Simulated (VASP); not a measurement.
Set up this calculation in VASP 6.6.1, as the native input.

| Property | Result |
| --- | --- |
| Task | single point |
| Functional | PBE |
| Potentials or basis | VASP PAW PBE potentials, release 64 (B, N) |
| Cutoff | 520 eV |
| k mesh | 12 × 12 × 12 |
| Occupations | gaussian, width 0.05 eV |
| Spin | no spin polarisation |
| Dipole correction | no |
| Further INCAR settings | ALGO = Normal; EDIFF = 1e-06; NBANDS = 11 |

The structure of BN lies in POSCAR:

```
BN
1.0
    0.0000000000      1.6679609200      1.7404809600
    1.6679609200      0.0000000000      1.7404809600
    1.6679609200      1.6679609200      0.0000000000
B N
1 1
Direct
    0.0000000000      0.0000000000      0.0000000000
    0.7500000000      0.7500000000      0.7500000000
```

This cell differs from its parent crystal: strain -0.080 along x and y, -0.040 along z.

One way to write it, as run:

INCAR

```
SYSTEM = BN
PREC = Accurate
ENCUT = 520
EDIFF = 1E-6
ISMEAR = 0
SIGMA = 0.05
LREAL = .False.
LASPH = .True.
NELM = 60
ALGO = Normal
ISIF = 2
LWAVE = .False.
LCHARG = .False.
GGA = PE
NBANDS = 11
```

KPOINTS

```
Automatic mesh
0
Gamma
  12 12 12
  0 0 0
```

Potentials or basis: VASP PAW PBE potentials, release 64 (B, N).

Run with:

```bash
$ cat potpaw_PBE.64/B/POTCAR potpaw_PBE.64/N/POTCAR > POTCAR
$ mpirun -np 1 vasp_std > vasp.out
```

Results of the run:

```json
{
 "Pressure": "112.5 GPa",
 "Band gap on the k mesh": "4.18 eV, indirect (least direct gap 9.51 eV)"
}
```

Caveat: the cell differs from its parent crystal (strain -0.080 along x and y, -0.040 along z).

It took 17 s on 1 thread of AMD EPYC 7R43 64-Core Processor (Zen 3), with other jobs on the host, peak memory 0.09 GiB.
